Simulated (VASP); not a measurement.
# AlN (F-43m) in VASP: G0W0 quasiparticle levels with PBE

Aim: the G0W0 quasiparticle levels of AlN with PBE.

Everything below comes from runs of VASP 6.6.1. Logs are shortened: lines on timing, memory, paths and dates and some standing lists are left out, and cuts for length are marked.

### 1 The cell of the first run

Symmetry: F-43m, No. 216, cubic system. Conventional cell: a = 4.370 Å, b = 4.370 Å, c = 4.370 Å, α = 90.00°, β = 90.00°, γ = 90.00°. Al (site symmetry -43m) has 4 N at 1.89 Å within 2.5 Å. N (site symmetry -43m) has 4 Al at 1.89 Å within 2.5 Å.

### 2 G0W0 quasiparticle levels, PBE

Input file POSCAR:

```
AlN
1.0
    0.0000000000      2.1848764218      2.1848764218
    2.1848764218      0.0000000000      2.1848764218
    2.1848764218      2.1848764218      0.0000000000
Al N
1 1
Direct
    0.0000000000      0.0000000000      0.0000000000
    0.2500000000      0.2500000000      0.2500000000
```

Input file INCAR.step1:

```
SYSTEM = AlN
PREC = Accurate
ENCUT = 500
EDIFF = 1E-8
ISMEAR = 0
SIGMA = 0.01
LREAL = .False.
LASPH = .True.
NELM = 100
ALGO = Normal
LWAVE = .True.
LCHARG = .False.
GGA = PE
```

Input file INCAR.step2:

```
SYSTEM = AlN
PREC = Accurate
ENCUT = 500
EDIFF = 1E-8
ISMEAR = 0
SIGMA = 0.01
LREAL = .False.
LASPH = .True.
NELM = 1
ALGO = Exact
LWAVE = .True.
LCHARG = .False.
GGA = PE
NBANDS = 66
LOPTICS = .True.
ISTART = 1
```

Input file INCAR.step3:

```
SYSTEM = AlN
PREC = Accurate
ENCUT = 500
EDIFF = 1E-8
ISMEAR = 0
SIGMA = 0.01
LREAL = .False.
LASPH = .True.
ALGO = EVGW0
LWAVE = .False.
LCHARG = .False.
GGA = PE
NELMGW = 1
NBANDS = 66
ENCUTGW = 120.0
NOMEGA = 96
PRECFOCK = Fast
ISTART = 1
NBANDSGW = 12
OMEGAMAX = 20
```

Input file KPOINTS:

```
Automatic mesh
0
Gamma
  6 6 6
  0 0 0
```

Potentials or basis: VASP PAW PBE potentials, release 64 (Al_GW, N_GW).

The run is started by

```console
$ cat potpaw_PBE.64/Al_GW/POTCAR potpaw_PBE.64/N_GW/POTCAR > POTCAR
$ cp INCAR.step1 INCAR
$ mpirun -np 1 vasp_std > vasp.out
$ cp INCAR.step2 INCAR
$ mpirun -np 1 vasp_std > vasp.out
$ cp INCAR.step3 INCAR
$ mpirun -np 1 vasp_std > vasp.out
```

OUTCAR:

```text
SYSTEM = AlN
   PREC = Accurate
   ENCUT = 500
   EDIFF = 1E-8
   ISMEAR = 0
   LREAL = .False.
   LASPH = .True.
   GGA = PE
   NELMGW = 1
   ENCUTGW = 120.0
   PRECFOCK = Fast
   ISTART = 1

 ion  position               nearest neighbor table
   1  0.000  0.000  0.000-   2 1.89   2 1.89   2 1.89   2 1.89
   2  0.250  0.250  0.250-   1 1.89   1 1.89   1 1.89   1 1.89

  LATTYP: Found a face centered cubic cell.
 ALAT       =     4.3697528436

  Lattice vectors:

 A1 = (   0.0000000000,   2.1848764218,   2.1848764218)
 A2 = (   2.1848764218,   0.0000000000,   2.1848764218)
 A3 = (   2.1848764218,   2.1848764218,   0.0000000000)

Analysis of symmetry for initial positions (statically):
=====================================================================
 Subroutine PRICEL returns:
 Original cell was already a primitive cell.

 Routine SETGRP: Setting up the symmetry group for a
 face centered cubic supercell.

 Subroutine GETGRP returns: Found 24 space group operations
 (whereof 24 operations were pure point group operations)
 out of a pool of 48 trial point group operations.

The static configuration has the point symmetry T_d .

Analysis of symmetry for dynamics (positions and initial velocities):
=====================================================================
 Subroutine PRICEL returns:
 Original cell was already a primitive cell.

 Routine SETGRP: Setting up the symmetry group for a
 face centered cubic supercell.

 Subroutine GETGRP returns: Found 24 space group operations
 (whereof 24 operations were pure point group operations)
 out of a pool of 48 trial point group operations.

The dynamic configuration has the point symmetry T_d .

 Subroutine INISYM returns: Found 24 space group operations
 (whereof 24 operations are pure point group operations),
 and found     1 'primitive' translations

----------------------------------------------------------------------------------------

[... 81 lines left out ...]
   ENCUT  =  500.0 eV  36.75 Ry    6.06 a.u.   5.63  5.63  5.63*2*pi/ulx,y,z
   NELM   =     60;   NELMIN=  2; NELMDL=  0     # of ELM steps
   EDIFF  = 0.1E-07   stopping-criterion for ELM
   LREAL  =      F    real-space projection
   EDIFFG = 0.1E-06   stopping-criterion for IOM
   NSW    =      0    number of steps for IOM
   IBRION =     -1    ionic relax: 0-MD 1-quasi-New 2-CG
   NFREE  =      0    steps in history (QN), initial steepest desc. (CG)
   ISIF   =      0    stress and relaxation
   ISYM   =      3    0-nonsym 1-usesym 2-fastsym
   POTIM  = 0.5000    time-step for ionic-motion
   TEBEG  =    0.0;   TEEND  =   0.0 temperature during run
   PSTRESS=    0.0 pullay stress
   NELECT =       8.0000    total number of electrons
   NUPDOWN=      -1.0000    fix difference up-down
   EMIN   =  10.00;   EMAX   =-10.00  energy-range for DOS
   EFERMI =   0.00;   METHOD = LEGACY
   ISMEAR =     0;   SIGMA  =   0.01  broadening in eV -4-tet -1-fermi 0-gaus
   EFERMI_NEDOS =   21; number of points for ismear=-14 and -15
   IALGO  =     38    algorithm
   IMIX   =      4    mixing-type and parameters
     AMIX     =   0.40;   BMIX     =  1.00
     AMIX_MAG =   1.60;   BMIX_MAG =  1.00
  volume/ion in A,a.u.               =      10.43        70.38
  Fermi-wavevector in a.u.,A,eV,Ry     =   1.189418  2.247675 19.248378  1.414716
  Thomas-Fermi vector in A             =   2.325526
   LORBIT       =      0    0 simple, 1 ext, 2 COOP (PROOUT), +10 PAW based schemes
   GGA     = PE    functional components
   LHFCALC =     T    Hartree Fock is set to
   PRECFOCK=fast      Normal, Fast or Accurate (Low or Medium for compatibility)
   ENCUT4O =  -1.0   cutoff for four orbital integrals eV
   NKREDX  =     1    reduce k-point grid by
   NKREDY  =     1    reduce k-point grid by
   NKREDZ  =     1    reduce k-point grid by
   AEXX    =    1.0000 exact exchange contribution
   HFSCREEN=    0.0000 screening length (either q_TF or 0.3 A-1)
   HFSCREENC=   0.0000 screening length for correlation (either q_TF or 0.3 A-1)
   ENCUTFOCK=  -1.0 apply spherical cutoff to Coloumb kernel
   IVDW    =     0    specifies the selected vdW correction
   LEPSILON=     F    determine dielectric tensor
   LRPA    =     F    only Hartree local field effects (RPA)
   LRPAFORCE           =     F    calculate RPA forces
   ENCUTGW             = 120.0    cutoff for response function in eV
   ENCUTGWSOFT         =  96.0    soft cutoff for Coulomb kernel in GW response function in eV
   ENCUTLF             =  -1.0    cutoff for local field effects
   NELMGW              =     1    number of iterations in solving QP/BSE equation
   NELMHF              =     1    number of iterations in the inner HF iteration
   NKREDLFX            =     1    NKREDLFY  =   1   NKREDLFZ  =   1
 non-spin polarized calculation
 Gauss-broadening in eV      SIGMA  =   0.01
  energy-cutoff  :      500.00
  volume of cell :       20.86
 maximum number of plane-waves:       544
 NGX is ok and might be reduce to    24
  NGX = 14; NGY = 14; NGZ = 14
   NGX = 11   NGY = 11   NGZ = 11
 maximum number of plane-waves:        70
 NGX is ok and might be reduce to    14

 QP shifts <psi_nk| G(iteration)W_0 |psi_nk>: iteration 1
 for sc-GW calculations column KS-energies equals QP-energies in previous step
 and V_xc(KS)=  KS-energies - (<T + V_ion + V_H > + <T+V_H+V_ion>^1  + <V_x>^1)

 k-point   1 :       0.0000    0.0000    0.0000
  band No.  KS-energies  QP-energies   sigma(KS)   V_xc(KS)     V^pw_x(r,r')   Z            occupation Imag(sigma)

      1     -10.0406     -11.4234     -16.6749     -14.7916     -24.7668       0.7343       2.0000       1.2040
      2       4.9386       4.2037     -17.6975     -16.7545     -20.7689       0.7794       2.0000       0.0407
      3       4.9386       4.2037     -17.6975     -16.7545     -20.7689       0.7794       2.0000       0.0407
      4       4.9386       4.2037     -17.6975     -16.7545     -20.7689       0.7794       2.0000       0.0407
      5       9.1192       9.9069     -11.5290     -12.4999      -7.8612       0.8114       0.0000      -0.0461
      6      17.4757      18.4824      -9.0182     -10.2741      -4.0454       0.8015       0.0000      -0.0879
      7      17.4757      18.4824      -9.0182     -10.2741      -4.0454       0.8015       0.0000      -0.0879
      8      17.4757      18.4824      -9.0182     -10.2741      -4.0454       0.8015       0.0000      -0.0879
      9      22.6076      23.6316      -9.1493     -10.4492      -3.6930       0.7878       0.0000      -0.2379
     10      22.6076      23.6316      -9.1493     -10.4492      -3.6930       0.7878       0.0000      -0.2379
     11      24.0038      24.5007      -9.0156      -9.6471      -2.5902       0.7868       0.0000      -0.7369
     12      24.0038      24.5007      -9.0156      -9.6471      -2.5902       0.7868       0.0000      -0.7369
[... 228 lines left out ...]
      1      -7.3197      -8.5326     -18.5119     -16.8540     -26.2418       0.7315       2.0000       0.8297
      2       0.6251      -0.5068     -15.1921     -13.6554     -19.0746       0.7366       2.0000       0.0930
      3       2.1585       1.0910     -15.8625     -14.4551     -19.3685       0.7585       2.0000       0.0640
      4       2.4352       1.3931     -15.4050     -14.0437     -18.6302       0.7655       2.0000       0.0567
      5      10.1832      10.8801     -10.2304     -11.0906      -6.3989       0.8101       0.0000      -0.0498
      6      15.2426      16.2322      -9.9604     -11.1878      -5.3929       0.8062       0.0000      -0.0650
      7      17.9020      18.8310      -9.8345     -11.0180      -4.2802       0.7849       0.0000      -0.1954
      8      17.9453      19.3403     -12.3506     -14.1759      -6.8419       0.7642       0.0000      -0.1475
      9      21.4824      22.5033     -10.3591     -11.7274      -4.0003       0.7461       0.0000      -0.3291
     10      25.1220      25.9891      -9.2453     -10.3644      -2.9651       0.7748       0.0000      -0.4915
     11      29.4596      30.8247     -10.8340     -12.5683      -4.0201       0.7871       0.0000      -0.9381
     12      30.5446      31.9734     -10.5835     -12.3954      -4.1394       0.7886       0.0000      -0.8896
```

OUTCAR.step1:

```text
SYSTEM = AlN
   PREC = Accurate
   ENCUT = 500
   EDIFF = 1E-8
   ISMEAR = 0
   LREAL = .False.
   LASPH = .True.
[... 386 lines left out ...]
      0.00000      0.00000      0.00000        -0.000000     -0.000000     -0.000000
      1.09244      1.09244      1.09244         0.000000      0.000000      0.000000
 -----------------------------------------------------------------------------------
    total drift:                               -0.000000     -0.000000     -0.000000

  FREE ENERGIE OF THE ION-ELECTRON SYSTEM (eV)
  ---------------------------------------------------
  free  energy   TOTEN  =       -14.8707570617 eV

  energy  without entropy=      -14.8707570617  energy(sigma->0) =      -14.87075706
```

Run time: 2.8 min. Hardware: 1 thread of Intel Xeon Platinum 8259CL at 2.50GHz (Skylake/Cascade Lake), shared host; peak memory 0.32 GiB.

What came out:

```
Quasiparticle gap                                   : 4.53 eV
Least direct quasiparticle gap                      : 5.70 eV
Band gap of the starting levels on the mesh         : 3.31 eV
Least direct gap of the starting levels on the mesh : 4.18 eV
```

Caveat: the k points lie up to 0.42 Å⁻¹ apart; bands, screening cutoff and mesh are small and nothing is extrapolated, so the quasiparticle values aren't converged; the structure was generated, so it needn't be the stable form of AlN.
